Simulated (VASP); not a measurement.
Wanted: the native input for a VASP 6.6.1 run.

```
Task                   : single point
Functional             : revPBE
Potentials or basis    : VASP PAW PBE potentials, release 64 (Ge_d)
Cutoff                 : 520 eV
k mesh                 : 8 × 8 × 8
Occupations            : fermi-dirac, width 0.05 eV
Spin                   : no spin polarisation
Dipole correction      : no
Further INCAR settings : ALGO = Normal; EDIFF = 1e-06; NBANDS = 21
```

The structure of Ge lies in POSCAR:

```
Ge
1.0
    0.0000000000      2.9004245241      2.9004245241
    2.9004245241      0.0000000000      2.9004245241
    2.9004245241      2.9004245241      0.0000000000
Ge
2
Direct
    0.7500000000      0.7500000000      0.7500000000
    0.5000000000      0.5000000000      0.5000000000
```

The input as run:

INCAR

```
ALGO = Normal
EDIFF = 1E-6
ENCUT = 520
GGA = RE
ISIF = 2
ISMEAR = -1
LASPH = T
LCHARG = F
LREAL = F
LWAVE = F
NBANDS = 21
NELM = 80
PREC = Accurate
SIGMA = 0.05
```

KPOINTS

```
k-points
0
Gamma
  8 8 8
```

Potentials or basis: VASP PAW PBE potentials, release 64 (Ge_d).

Run with:

```sh
$ cat potpaw_PBE.64/Ge_d/POTCAR > POTCAR
$ mpirun -np 1 vasp_std > vasp.out
```

It gave:

The pressure is -0.1 GPa. The band gap on the k mesh is zero (filled and empty bands touch).

Caveat: the PAW data sets were made with another functional, which shifts forces and pressure a little.

It took 26 s on 1 thread of Intel Xeon 6975P-C (shared host), peak memory 0.18 GiB.
